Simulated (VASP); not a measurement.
Here is a VASP 6.6.1 calculation.

Contents of INCAR:

```
SYSTEM = CuH4
ALGO = Normal
EDIFF = 1E-7
ENCUT = 520
GGA = PE
ISIF = 2
ISMEAR = 0
LASPH = .True.
LCHARG = .False.
LREAL = .False.
LWAVE = .False.
NBANDS = 16
NELM = 100
PREC = Accurate
SIGMA = 0.1
```

Contents of KPOINTS:

```
k-points
0
Gamma
  4 4 6
  0 0 0
```

File POSCAR:

```
CuH4
1.0
    3.1855967231     -2.9675801521      0.0000000000
    3.1855967231      2.9675801521      0.0000000000
    0.0000000000      0.0000000000      2.4093658741
Cu H
1 4
Direct
    0.0000000000      0.0000000000      0.0000000000
    0.7439966211      0.2560033789      0.0000000000
    0.2560033789      0.7439966211      0.0000000000
    0.8267497270      0.8267497270      0.5000000000
    0.1732502730      0.1732502730      0.5000000000
```

Potentials or basis: VASP PAW PBE potentials, release 64 (Cu, H).

Launch:

```bash
$ cat potpaw_PBE.64/Cu/POTCAR potpaw_PBE.64/H/POTCAR > POTCAR
$ mpirun -np 1 vasp_std > vasp.out
```

(1) Predict the pressure.

(2) Estimate the largest force.

## Answers

(1) -0.1 GPa.

(2) 0.039 eV/Å.

Caveat: the k points lie up to 0.43 Å⁻¹ apart.
